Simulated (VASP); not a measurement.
Input of a VASP 6.6.1 run:

INCAR

```
PREC = Accurate
ENCUT = 500
EDIFF = 1E-6
ISMEAR = 0
SIGMA = 0.1
LREAL = False
LASPH = True
NELM = 120
ALGO = Normal
ISIF = 2
LWAVE = False
LCHARG = True
GGA = PE
LELF = True
LVHAR = True
NBANDS = 27
GGA_COMPAT = False
```

The input KPOINTS:

```
Automatic mesh
0
Gamma
  6 6 2
```

The input POSCAR:

```
Ti3H2
1.0
    2.9818112952      0.0000000000      0.0000000000
   -1.4909056476      2.5823243309      0.0000000000
    0.0000000000      0.0000000000      7.5284984358
Ti H
3 2
Direct
    0.3333333333      0.6666666667      0.3499081522
    0.6666666667      0.3333333333      0.6500918478
    0.0000000000      0.0000000000      0.0000000000
    0.3333333333      0.6666666667      0.0953195686
    0.6666666667      0.3333333333      0.9046804314
```

Potentials or basis: VASP PAW PBE potentials, release 64 (Ti_sv, H).

Launch:

```console
$ cat potpaw_PBE.64/Ti_sv/POTCAR potpaw_PBE.64/H/POTCAR > POTCAR
$ mpirun -np 1 vasp_std > vasp.out
```

Q: What does it give for the band gap on the k mesh?

A: Zero (bands 19 and 20 overlap by 0.94 eV).

Q: Predict the pressure.

A: -0.6 GPa.

Q: Predict the largest force.

A: 0.030 eV/Å.

Forces on the atoms (eV/Å):
```
Ti   0.000  0.000  0.030
Ti   0.000  0.000 -0.030
Ti   0.000  0.000  0.000
H    0.000  0.000  0.004
H    0.000  0.000 -0.004
```

Caveat: the k points lie up to 0.42 Å⁻¹ apart, too coarse for converged energies and pressures of a metal.
